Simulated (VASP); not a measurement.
The system is I.

```xyz
1
Lattice="0.0000 2.3656 3.9098 2.1922 0.0000 3.9098 2.1922 2.3656 0.0000" Properties=species:S:1:pos:R:3 pbc="T T T"
I     0.0000    0.0000    0.0000
```

Base run:

- Program: VASP 6.6.1
- Functional: LDA
- Potentials or basis: VASP PAW LDA potentials, release 64 (I)
- Cutoff: 520 eV
- k mesh: 9 × 9 × 9
- Occupations: fermi-dirac, width 0.05 eV
- Spin: no spin polarisation

Its results: pressure -2.3 GPa.

After a change of settings the same cell gave: pressure -1.4 GPa. Which change was it?
A. k mesh from 9 × 9 × 9 to 8 × 8 × 8; further incar settings from ALGO = Normal; EDIFF = 1e-06; NBANDS = 10 to ALGO = Normal; EDIFF = 1e-07; NBANDS = 10
B. functional from LDA to PBEsol; potentials or basis from VASP PAW LDA potentials, release 64 (I) to VASP PAW PBE potentials, release 64 (I)
C. k mesh from 9 × 9 × 9 to 10 × 10 × 10
D. functional from LDA to RPBE; potentials or basis from VASP PAW LDA potentials, release 64 (I) to VASP PAW PBE potentials, release 64 (I)

B.

Caveats: an odd number of electrons without spin polarisation forces a metal; a magnetic or distorted state may lie lower; the PAW data sets were made with another functional, which shifts forces and pressure a little (some runs).
